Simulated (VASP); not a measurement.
A run of VASP 6.6.1 is set up as follows.

The input INCAR:

```
PREC = Accurate
ENCUT = 520
EDIFF = 1E-7
ISMEAR = 0
SIGMA = 0.15
LREAL = F
LASPH = T
NELM = 80
ALGO = Normal
ISIF = 2
LWAVE = F
LCHARG = F
GGA = PE
NBANDS = 29
```

File KPOINTS:

```
Automatic mesh
0
Gamma
  12 12 12
```

File POSCAR:

```
TiSi2
1.0
    1.7421355509     -6.8407496365      0.0000000000
    1.7421355509      6.8407496365      0.0000000000
    0.0000000000      0.0000000000      3.5154146272
Ti Si
2 4
Direct
    0.8968075258      0.1031924742      0.7500000000
    0.1031924742      0.8968075258      0.2500000000
    0.5591373591      0.4408626409      0.7500000000
    0.4408626409      0.5591373591      0.2500000000
    0.2498287182      0.7501712818      0.7500000000
    0.7501712818      0.2498287182      0.2500000000
```

Potentials or basis: VASP PAW PBE potentials, release 64 (Ti_sv, Si).

Command:

```sh
$ cat potpaw_PBE.64/Ti_sv/POTCAR potpaw_PBE.64/Si/POTCAR > POTCAR
$ mpirun -np 1 vasp_std > vasp.out
```

Problem. What does it give for the pressure?

Solution. 4.6 GPa.

Problem. Predict the band gap on the k mesh.

Solution. Zero (band 20 reaches 11.26 eV, above the bottom of band 21 at 10.24 eV).

Stress tensor (GPa, compression positive):
```
6.59 0.00 0.00
0.00 0.05 0.00
0.00 0.00 7.20
```
